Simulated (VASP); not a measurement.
Runs of VASP 6.6.1 on SbPt. The structure is that of space group P6_3/mmc (No. 194), or close to it. The cells are those of the table. 

```tsv
cell	gap on the mesh (eV)	pressure (GPa)
a = 4.074, b = 4.074, c = 5.398 Å, angles 90.0, 90.0, 120.0°, 4 atoms	none	(a)
a = 4.130, b = 4.130, c = 5.472 Å, angles 90.0, 90.0, 120.0°, 4 atoms	none	-1.3
a = 4.102, b = 4.102, c = 5.435 Å, angles 90.0, 90.0, 120.0°, 4 atoms	none	1.8
a = 4.046, b = 4.046, c = 5.360 Å, angles 90.0, 90.0, 120.0°, 4 atoms	none	9.5
```

Alike in all rows: task electric field gradients; level LDA; potentials or basis VASP PAW LDA potentials, release 64 (Sb_d_GW, Pt_sv_GW); no spin polarisation; k mesh 11 × 11 × 8; cutoff (eV) 430; smearing fermi-dirac 0.08 eV.

Task: Fill in the values left out.

Result: (a) 5.4.

Caveats: spin-orbit coupling is left out, which moves the levels of the heavy elements; the cell stands under pressure (at least some runs).

A k mesh can miss the band edges, and the runs leave out spin-orbit coupling on Pt, Sb.

A gap of «none» marks levels without a gap at the run's occupations.
